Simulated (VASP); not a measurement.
# Ti (P6_3/mmc) in VASP: notebook

Ti is run at these levels: PBE; tasks: single point.

Everything below comes from runs of VASP 6.6.1. Logs are shortened: lines on timing, memory, paths and dates and some standing lists are left out, and cuts for length are marked.

### 1 The cell of the first run

Symmetry: P6_3/mmc, No. 194, hexagonal system. Conventional cell: a = 2.325 Å, b = 2.325 Å, c = 4.363 Å, α = 90.00°, β = 90.00°, γ = 120.00°. Within 3.1 Å of Ti (site symmetry -6m2) lie 12 Ti at 2.32 to 2.56 Å.

### 2 Single point, PBE

INCAR

```
PREC = Accurate ; ENCUT = 520
EDIFF = 1E-6 ; ISMEAR = -1
SIGMA = 0.1 ; LREAL = False
LASPH = True ; NELM = 100
ALGO = Normal ; ISIF = 2
LWAVE = False ; LCHARG = False
GGA = PE ; NBANDS = 19
```

KPOINTS

```
regular mesh
0
Gamma
  18 18 10
```

POSCAR

```
Ti
1.0
    2.3249502133      0.0000000000      0.0000000000
   -1.1624751066      2.0134659472      0.0000000000
    0.0000000000      0.0000000000      4.3633454810
Ti
2
Direct
    0.3333333333      0.6666666667      0.2500000000
    0.6666666667      0.3333333333      0.7500000000
```

Potentials or basis: VASP PAW PBE potentials, release 64 (Ti_sv).

The run is started by

```sh
$ cat potpaw_PBE.64/Ti_sv/POTCAR > POTCAR
$ mpirun -np 1 vasp_std > vasp.out
```

OUTCAR:

```text
PREC = Accurate
   ENCUT = 520
   EDIFF = 1E-6
   ISMEAR = -1
   LREAL = False
   LASPH = True
   NELM = 100
   ISIF = 2
   GGA = PE

 ion  position               nearest neighbor table
   1  0.333  0.667  0.250-   2 2.56   2 2.56   2 2.56   2 2.56   2 2.56   2 2.56
   2  0.667  0.333  0.750-   1 2.56   1 2.56   1 2.56   1 2.56   1 2.56   1 2.56

  LATTYP: Found a hexagonal cell.
 ALAT       =     2.3249502133
 C/A-ratio  =     1.8767479218

  Lattice vectors:

 A1 = (   2.3249502133,   0.0000000000,   0.0000000000)
 A2 = (  -1.1624751066,   2.0134659472,   0.0000000000)
 A3 = (   0.0000000000,   0.0000000000,   4.3633454810)

Analysis of symmetry for initial positions (statically):
=====================================================================
 Subroutine PRICEL returns:
 Original cell was already a primitive cell.

 Routine SETGRP: Setting up the symmetry group for a
 hexagonal supercell.

 Subroutine GETGRP returns: Found 24 space group operations
 (whereof 12 operations were pure point group operations)
 out of a pool of 24 trial point group operations.

The static configuration has the point symmetry D_3d.
 The point group associated with its full space group is D_6h.

Analysis of symmetry for dynamics (positions and initial velocities):
=====================================================================
 Subroutine PRICEL returns:
 Original cell was already a primitive cell.

 Routine SETGRP: Setting up the symmetry group for a
 hexagonal supercell.

 Subroutine GETGRP returns: Found 24 space group operations
 (whereof 12 operations were pure point group operations)
 out of a pool of 24 trial point group operations.

The dynamic configuration has the point symmetry D_3d.
 The point group associated with its full space group is D_6h.

 Subroutine INISYM returns: Found 24 space group operations
 (whereof 12 operations are pure point group operations),
 and found     1 'primitive' translations

----------------------------------------------------------------------------------------

                                     Primitive cell

  volume of cell :      20.4257

  direct lattice vectors                    reciprocal lattice vectors
     2.324950213  0.000000000  0.000000000     0.430116737  0.248328014  0.000000000
    -1.162475107  2.013465947  0.000000000     0.000000000  0.496656028  0.000000000
     0.000000000  0.000000000  4.363345481     0.000000000  0.000000000  0.229181944

  length of vectors
     2.324950213  2.324950213  4.363345481     0.496656028  0.496656028  0.229181944

  position of ions in fractional coordinates (direct lattice)
     0.333333333  0.666666667  0.250000000
     0.666666667  0.333333333  0.750000000

  ion indices of the primitive-cell ions
   primitive index   ion index
                 1           1
                 2           2

----------------------------------------------------------------------------------------

 KPOINTS: regular mesh

Automatic generation of k-mesh.
 Grid dimensions read from file:
 generate k-points for:   18   18   10

 Generating k-lattice:

  Cartesian coordinates                     Fractional coordinates (reciprocal lattice)
     0.023895374  0.013796001  0.000000000     0.055555556  0.000000000  0.000000000
     0.000000000  0.027592002  0.000000000     0.000000000  0.055555556  0.000000000
     0.000000000  0.000000000  0.022918194     0.000000000  0.000000000  0.100000000

  Length of vectors
     0.027592002  0.027592002  0.022918194

  Shift w.r.t. Gamma in fractional coordinates (k-lattice)
     0.000000000  0.000000000  0.000000000

 Subroutine IBZKPT returns following result:
 ===========================================

 Found    222 irreducible k-points:

 Following reciprocal coordinates:
            Coordinates               Weight
  0.000000  0.000000  0.000000      1.000000
  0.055556  0.000000  0.000000      6.000000
  0.111111  0.000000  0.000000      6.000000
  0.166667  0.000000  0.000000      6.000000
  0.222222  0.000000  0.000000      6.000000
  0.277778  0.000000  0.000000      6.000000
[... 16 lines left out ...]
  0.333333  0.111111  0.000000     12.000000
  0.388889  0.111111  0.000000     12.000000
 [... further k-points ...]
   k-points           NKPTS =    222   k-points in BZ     NKDIM =    222   number of bands    NBANDS=     19
   number of dos      NEDOS =    301   number of ions     NIONS =      2
   total plane-waves  NPLWV =  10368
   dimension x,y,z NGX =    18 NGY =   18 NGZ =   32
   dimension x,y,z NGXF=    36 NGYF=   36 NGZF=   64
   ions per type =               2
   NGX,Y,Z   is equivalent  to a cutoff of  12.87, 12.87, 12.19 a.u.
   NGXF,Y,Z  is equivalent  to a cutoff of  25.74, 25.74, 24.38 a.u.
 SYSTEM =  unknown system
   PREC   = accura    normal or accurate (medium, high low for compatibility)
   ISTART =      0    job   : 0-new  1-cont  2-samecut
   ICHARG =      2    charge: 1-file 2-atom 10-const
   ISPIN  =      1    spin polarized calculation?
   LNONCOLLINEAR =      F non collinear calculations
   LSORBIT =      F    spin-orbit coupling
   LASPH  =      T    aspherical Exc in radial PAW
   ENCUT  =  520.0 eV  38.22 Ry    6.18 a.u.   4.32  4.32  8.11*2*pi/ulx,y,z
   NELM   =    100;   NELMIN=  2; NELMDL= -5     # of ELM steps
   EDIFF  = 0.1E-05   stopping-criterion for ELM
   LREAL  =      F    real-space projection
   EDIFFG = 0.1E-04   stopping-criterion for IOM
   NSW    =      0    number of steps for IOM
   IBRION =     -1    ionic relax: 0-MD 1-quasi-New 2-CG
   NFREE  =      0    steps in history (QN), initial steepest desc. (CG)
   ISIF   =      2    stress and relaxation
   ISYM   =      2    0-nonsym 1-usesym 2-fastsym
   POTIM  = 0.5000    time-step for ionic-motion
   TEBEG  =    0.0;   TEEND  =   0.0 temperature during run
   PSTRESS=    0.0 pullay stress
   NELECT =      24.0000    total number of electrons
   NUPDOWN=      -1.0000    fix difference up-down
   EMIN   =  10.00;   EMAX   =-10.00  energy-range for DOS
   EFERMI =   0.00;   METHOD = LEGACY
   ISMEAR =    -1;   SIGMA  =   0.10  broadening in eV -4-tet -1-fermi 0-gaus
   EFERMI_NEDOS =   21; number of points for ismear=-14 and -15
   IALGO  =     38    algorithm
   IMIX   =      4    mixing-type and parameters
     AMIX     =   0.40;   BMIX     =  1.00
     AMIX_MAG =   1.60;   BMIX_MAG =  1.00
  volume/ion in A,a.u.               =      10.21        68.92
  Fermi-wavevector in a.u.,A,eV,Ry     =   1.727505  3.264512 40.603522  2.984275
  Thomas-Fermi vector in A             =   2.802616
   LORBIT       =      0    0 simple, 1 ext, 2 COOP (PROOUT), +10 PAW based schemes
   GGA     = PE    functional components
   LHFCALC =     F    Hartree Fock is set to
   AEXX    =    0.0000 exact exchange contribution
   IVDW    =     0    specifies the selected vdW correction
   LEPSILON=     F    determine dielectric tensor
   LRPA    =     F    only Hartree local field effects (RPA)
 non-spin polarized calculation
  energy-cutoff  :      520.00
  volume of cell :       20.43
 maximum number of plane-waves:       574
 NGX is ok and might be reduce to    18
   NGX =  9   NGY =  9   NGZ = 17

 number of electron      24.0000004 magnetization

 Free energy of the ion-electron system (eV)
  ---------------------------------------------------
  ext. energy  EPLUGINS =         0.00000000
  ---------------------------------------------------
  free energy    TOTEN  =       -11.51961281 eV

  energy without entropy =      -11.48164820  energy(sigma->0) =      -11.50063051

 E-fermi :  15.0516     XC(G=0): -14.2368

 val. band max:       15.0483219445   @ k =   0.4444   0.0556   0.0000
 cond. band min:      15.0522990842   @ k =   0.1111   0.1111   0.4000
 fundamental gap:      0.0039771396
 Fermi energy:        15.0515641477

 k-point     1 :       0.0000    0.0000    0.0000
  band No.  band energies     occupation
      1     -41.4371      2.00000
      2     -40.9006      2.00000
      3     -18.5643      2.00000
      4     -16.0963      2.00000
      5     -15.5572      2.00000
      6     -15.5572      2.00000
[... 11 lines left out ...]
     18      19.3506      0.00000
     19      21.0876      0.00000

 k-point     2 :       0.0556    0.0000    0.0000
  band No.  band energies     occupation
      1     -41.4091      2.00000
      2     -40.8788      2.00000
      3     -18.5302      2.00000
      4     -16.0941      2.00000
      5     -15.6695      2.00000
      6     -15.5854      2.00000
[... 11 lines left out ...]
     18      19.2420      0.00000
     19      21.1212      0.00000

 k-point     3 :       0.1111    0.0000    0.0000
  band No.  band energies     occupation
      1     -41.3272      2.00000
      2     -40.8156      2.00000
      3     -18.4301      2.00000
      4     -16.0892      2.00000
      5     -15.9898      2.00000
      6     -15.8130      2.00000
[... 11 lines left out ...]
     18      18.9597      0.00000
     19      21.1898      0.00000

 k-point     4 :       0.1667    0.0000    0.0000
  band No.  band energies     occupation
      1     -41.1987      2.00000
      2     -40.7183      2.00000
      3     -18.2708      2.00000
      4     -16.4718      2.00000
      5     -16.2788      2.00000
      6     -16.0859      2.00000
[... 11 lines left out ...]
     18      18.5843      0.00000
     19      21.2442      0.00000

 k-point     5 :       0.2222    0.0000    0.0000
  band No.  band energies     occupation
      1     -41.0353      2.00000
      2     -40.5981      2.00000
      3     -18.0635      2.00000
      4     -17.0489      2.00000
      5     -16.8268      2.00000
      6     -16.0909      2.00000
[... 11 lines left out ...]
     18      18.9086      0.00000
     19      21.2631      0.00000

 k-point     6 :       0.2778    0.0000    0.0000
  band No.  band energies     occupation
      1     -40.8529      2.00000
      2     -40.4702      2.00000
      3     -17.8236      2.00000
      4     -17.6464      2.00000
      5     -17.3883      2.00000
      6     -16.1119      2.00000
[... 11 lines left out ...]
     18      19.8646      0.00000
     19      21.2487      0.00000

 k-point     7 :       0.3333    0.0000    0.0000
  band No.  band energies     occupation
      1     -40.6712      2.00000
      2     -40.3518      2.00000
      3     -18.1938      2.00000
      4     -17.8999      2.00000
      5     -17.5713      2.00000
      6     -16.1929      2.00000
[... 11 lines left out ...]
     18      20.8495      0.00000
     19      21.2145      0.00000

 k-point     8 :       0.3889    0.0000    0.0000
  band No.  band energies     occupation
      1     -40.5121      2.00000
      2     -40.2598      2.00000
      3     -18.6312      2.00000
      4     -18.3077      2.00000
      5     -17.3327      2.00000
      6     -16.2963      2.00000
[... 256 lines left out ...]
 k-point    20 :       0.1667    0.1111    0.0000
  band No.  band energies     occupation
      1     -40.9699      2.00000
      2     -40.5511      2.00000
      3     -17.9791      2.00000
      4     -17.1270      2.00000
      5     -17.0338      2.00000
      6     -16.0955      2.00000
[... 11 lines left out ...]
     18      19.7248      0.00000
     19      20.9532      0.00000

 k-point    21 :       0.2222    0.1111    0.0000
  band No.  band energies     occupation
      1     -40.7959      2.00000
      2     -40.4311      2.00000
      3     -17.7471      2.00000
      4     -17.6605      2.00000
      5     -17.4913      2.00000
      6     -16.2152      2.00000
[... 11 lines left out ...]
     18      20.8578      0.00000
     19      20.9088      0.00000

 k-point    22 :       0.2778    0.1111    0.0000
  band No.  band energies     occupation
      1     -40.6226      2.00000
      2     -40.3208      2.00000
      3     -18.1524      2.00000
      4     -17.9114      2.00000
      5     -17.5027      2.00000
      6     -16.3976      2.00000
[... 11 lines left out ...]
     18      20.9338      0.00000
     19      22.1463      0.00000

 k-point    23 :       0.3333    0.1111    0.0000
  band No.  band energies     occupation
      1     -40.4708      2.00000
      2     -40.2358      2.00000
      3     -18.5465      2.00000
      4     -18.2502      2.00000
      5     -17.2701      2.00000
      6     -16.5430      2.00000
[... 11 lines left out ...]
     18      21.5394      0.00000
     19      23.3344      0.00000

 k-point    24 :       0.3889    0.1111    0.0000
  band No.  band energies     occupation
      1     -40.3625      2.00000
      2     -40.1866      2.00000
      3     -18.8008      2.00000
      4     -18.4699      2.00000
      5     -17.0854      2.00000
      6     -16.6362      2.00000
[... 11 lines left out ...]
     18      21.8103      0.00000
     19      24.3521      0.00000

 [... further k-points ...]
[... 5 lines left out ...]
  --------------------------------------------------------------------------------------
  -------------------------------------------------------------------------------------
  Total       16.6059123     16.6059123     16.2239163      0.0000000      0.0000000      0.0000000
  in kB     1302.5541176   1302.5541175   1272.5906632      0.0000000      0.0000000      0.0000000
  external PRESSURE =    1292.5662994 kB  Pullay stress =       0.0000000 kB

 VOLUME and BASIS-vectors are now :
 -----------------------------------------------------------------------------
  energy-cutoff  :      520.00
  volume of cell :       20.43
      direct lattice vectors                 reciprocal lattice vectors
     2.324950213  0.000000000  0.000000000     0.430116737  0.248328014  0.000000000
    -1.162475107  2.013465947  0.000000000     0.000000000  0.496656028  0.000000000
     0.000000000  0.000000000  4.363345481     0.000000000  0.000000000  0.229181944

 POSITION                                       TOTAL-FORCE (eV/Angst)
 -----------------------------------------------------------------------------------
     -0.00000      1.34231      1.09084         0.000000      0.000000      0.000000
      1.16248      0.67116      3.27251        -0.000000     -0.000000      0.000000
 -----------------------------------------------------------------------------------
    total drift:                                0.000000     -0.000000      0.000000

  FREE ENERGIE OF THE ION-ELECTRON SYSTEM (eV)
  ---------------------------------------------------
  free  energy   TOTEN  =       -11.5196128140 eV

  energy  without entropy=      -11.4816482043  energy(sigma->0) =      -11.50063051
```

Run time: 35 s. Hardware: 1 thread of Intel Xeon 6975P-C (Granite Rapids), shared host; peak memory 0.18 GiB.

What came out:

| Property | Result |
| --- | --- |
| Free energy | -11.5196 eV |
| Pressure | 129.3 GPa |
| Band gap on the k mesh | zero (bands 12 and 13 overlap by 1.68 eV) |

Stress tensor (GPa, compression positive):
```
130.26   0.00   0.00
  0.00 130.26   0.00
  0.00   0.00 127.26
```

Caveat: the cell stands under pressure.

### 3 Single point, PBE

INCAR

```
  PREC = Accurate
  ENCUT = 520
  EDIFF = 1E-7
  ISMEAR = -1
  SIGMA = 0.1
  LREAL = False
  LASPH = True
  NELM = 80
  ALGO = Normal
  ISIF = 2
  LWAVE = False
  LCHARG = True
  GGA = PE
  LELF = True
  LVHAR = True
  NBANDS = 19
```

KPOINTS

```
Automatic mesh
0
Gamma
  18 18 10
```

POSCAR

```
Ti
1.0
    2.3250371958      0.0000000000      0.0000000000
   -1.1625185979      2.0135412763      0.0000000000
    0.0000000000      0.0000000000      4.3636019982
Ti
2
Direct
    0.3333333333      0.6666666667      0.2500000000
    0.6666666667      0.3333333333      0.7500000000
```

Potentials or basis: VASP PAW PBE potentials, release 64 (Ti_sv).

The run is started by

```sh
$ cat potpaw_PBE.64/Ti_sv/POTCAR > POTCAR
$ mpirun -np 1 vasp_std > vasp.out
```

Wall time 38 s (1 thread of Intel Xeon 6975P-C (Granite Rapids), shared host); peak memory 0.17 GiB.

The run converged. Its results:

```yaml
Free_energy: -11.5218 eV
Pressure: 129.2 GPa
Band_gap_on_the_k_mesh: zero (bands 12 and 13 overlap by 1.68 eV)
```

Stress tensor (GPa, compression positive):
```
130.19   0.00   0.00
  0.00 130.19   0.00
  0.00   0.00 127.18
```

Levels at points of the mesh, in eV from the Fermi level:
```
           k point  band 9  band 10  band 11  band 12  band 13  band 14  band 15  band 16
(0.00, 0.00, 0.00)   -6.39    -3.45    -0.59     1.31     1.31     1.82     1.84     1.84
(0.50, 0.00, 0.00)   -4.09    -4.03    -3.22    -0.03     1.51     1.93     1.96     6.08
(0.00, 0.00, 0.50)   -3.99    -3.99    -0.88    -0.88     1.41     1.41     1.41     1.41
(0.50, 0.00, 0.50)   -4.34    -4.34    -2.53    -2.53     3.73     3.73     4.24     4.24
```

Caveat: the cell stands under pressure.
